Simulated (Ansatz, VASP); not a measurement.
# Two plane-wave programs on TaN

```
CELL_PARAMETERS angstrom
3.13638 0.09150 -0.09074
-1.48895 2.55479 0.08388
-0.14697 0.07203 4.96475
ATOMIC_POSITIONS crystal
Ta 0.31305 0.64010 0.00525
Ta 0.70083 0.33532 0.49249
N 0.32136 0.68682 0.40343
N 0.66476 0.33775 0.86883
```

Change from the starting cell: all atoms moved at random, cell strained at random.

Alike in both runs: task single point; functional PBEsol; k mesh 14 × 14 × 8; occupations gaussian, width 0.1 eV; no spin polarisation.

```csv
,VASP,Ansatz
version,VASP 6.6.1,Ansatz 0.2.0
potentials or method,"VASP PAW PBE potentials, release 64 (Ta_pv, N), cutoff 520 eV","scalar-relativistic, plane waves, PAW"
valence electrons in the cell,32,36
```

Ansatz gave:

| Item | Value |
| --- | --- |
| gap on the k mesh at the Fermi level (eV) | none |
| pressure (GPa) | 115.2 |
| traceless stress, the component that is largest in VASP (GPa) | -21.15 |
| rms of the force components (eV/Å) | 1.929 |

Question: What did VASP give for the same quantities?

Answer: gap on the k mesh at the Fermi level (eV): none; pressure (GPa): 118.4; traceless stress, the component that is largest in VASP (GPa): -21.70; rms of the force components (eV/Å): 1.978.

VASP's potentials were made for PBE, not for PBEsol. Atom by atom the forces differ by 0.051 eV/Å (rms over components). A gap of «none» marks a metal or a gap that the smearing closes. Both programs put the cell under a high pressure, so it lies far from rest at this level. VASP's potentials hold 32 valence electrons a cell and Ansatz's 36, so a difference there can come from the potentials and not from the codes.

Neither program's run includes spin-orbit coupling. Noted on VASP's run: the cell as given lies far from equilibrium.
